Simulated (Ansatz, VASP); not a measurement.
# One calculation of MgO, two programs

File INCAR:

```
SYSTEM = MgO
PREC     = Accurate       ! precision mode
ENCUT    = 520            ! plane-wave cutoff, eV
EDIFF    = 1E-7           ! SCF threshold, eV
ISMEAR   = 0              ! smearing method
SIGMA    = 0.05           ! smearing width, eV
LREAL    = .FALSE.        ! projectors in reciprocal space
LASPH    = .TRUE.         ! aspherical terms in the spheres
NELM     = 100            ! most SCF steps
ALGO     = Normal         ! electronic algorithm
ISIF     = 2              ! what is computed and relaxed
LWAVE    = .FALSE.        ! write WAVECAR
LCHARG   = .FALSE.        ! write CHGCAR
GGA      = PE             ! functional
NBANDS   = 16             ! bands
```

Contents of KPOINTS:

```
regular mesh
0
G
  9 9 6
  0 0 0
```

The input POSCAR:

```
MgO
1.0
    3.6622000000      0.0000000000      0.0000000000
   -1.8311000000      3.1715582337      0.0000000000
    0.0000000000      0.0000000000      4.2393824570
Mg O
2 2
Direct
    0.6666666667      0.3333333333      0.7500000000
    0.3333333333      0.6666666667      0.2500000000
    0.6666666667      0.3333333333      0.2500000000
    0.3333333333      0.6666666667      0.7500000000
```

Input for Ansatz:

```yaml
crystal:
  lattice:
    - [3.6622, 0.0, 0.0]
    - [-1.8311, 3.1715582337, 0.0]
    - [0.0, 0.0, 4.239382457]
  atoms:
    - { symbol: Mg, position: [0.6666666667, 0.3333333333, 0.75] }
    - { symbol: Mg, position: [0.3333333333, 0.6666666667, 0.25] }
    - { symbol: O, position: [0.6666666667, 0.3333333333, 0.25] }
    - { symbol: O, position: [0.3333333333, 0.6666666667, 0.75] }
basis:
  ecutwfc: 520.0
kpoints:
  mp_grid: { grid: [9, 9, 6] }
hamiltonian:
  xc: pbe
  pseudopotentials: { kind: paw, azcp: { folder: soft_1 } }
scf:
  occupations: { method: gaussian, width: 0.05 }
output:
  forces: true
  stress: true
  eigenvalues: true
```

Alike in both runs: task single point; functional PBE; k mesh 9 × 9 × 6; occupations gaussian, width 0.05 eV; no spin polarisation.

|  | VASP | Ansatz |
| --- | --- | --- |
| version | VASP 6.6.1 | Ansatz 0.2.0 |
| potentials or method | VASP PAW PBE potentials, release 64 (Mg, O), cutoff 520 eV | scalar-relativistic, plane waves, PAW |
| valence electrons in the cell | 16 | 32 |

|  | VASP | Ansatz | Ansatz less VASP |
| --- | --- | --- | --- |
| gap on the k mesh at the Fermi level (eV) | 2.94 | 2.96 | +0.020 |
| least direct gap on the mesh (eV) | 2.94 | 2.96 | +0.020 |
| pressure (GPa) | -8.4 | -7.9 | +0.57 |
| traceless stress, the component that is largest in VASP (GPa) | 2.24 | 2.32 | +0.080 |

VASP's potentials hold 16 valence electrons a cell and Ansatz's 32, so a difference there can come from the potentials and not from the codes.
